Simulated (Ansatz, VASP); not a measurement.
**C: VASP beside Ansatz**

```xyz
2
Lattice="0.0267 1.7937 1.7937 1.7937 0.0267 1.7937 1.7937 1.7937 0.0267" Properties=species:S:1:pos:R:3 pbc="T T T"
C     0.0000    0.0000    0.0000
C     0.9035    0.9035    0.9035
```

Change from the starting cell: equal xy, yz and zx shear strains of +1.5 %, PAW files.

Alike in both runs: task electric field gradients; functional r2SCAN; k mesh 14 × 14 × 14; occupations fermi-dirac, width 0.03 eV; no spin polarisation.

|  | VASP | Ansatz |
| --- | --- | --- |
| version | VASP 6.6.1 | Ansatz 0.2.0 |
| potentials or method | VASP PAW PBE potentials, release 64 (C) | PAW with Ansatz's default frozen-core files, scalar-relativistic |
| plane-wave cutoff (eV) | 520 | 500 |
| valence electrons in the cell | 8 | 8 |

VASP gave:

| Item | Value |
| --- | --- |
| gap on the k mesh at the Fermi level (eV) | 4.31 |
| pressure (GPa) | 1.3 |
| traceless stress, the component that is largest in VASP (GPa) | -8.73 |
| rms of the force components (eV/Å) | 0.021 |
| size of Vzz on the site where it differs most (V/Å²) | 3.4 |

Q: What did Ansatz give for the same quantities?

A: gap on the k mesh at the Fermi level (eV): 4.34; pressure (GPa): 0.2; traceless stress, the component that is largest in VASP (GPa): -8.68; rms of the force components (eV/Å): 0.015; size of Vzz on the site where it differs most (V/Å²): 3.2.

VASP's potentials were made for PBE, not for r2SCAN. Atom by atom the forces differ by 0.006 eV/Å (rms over components).
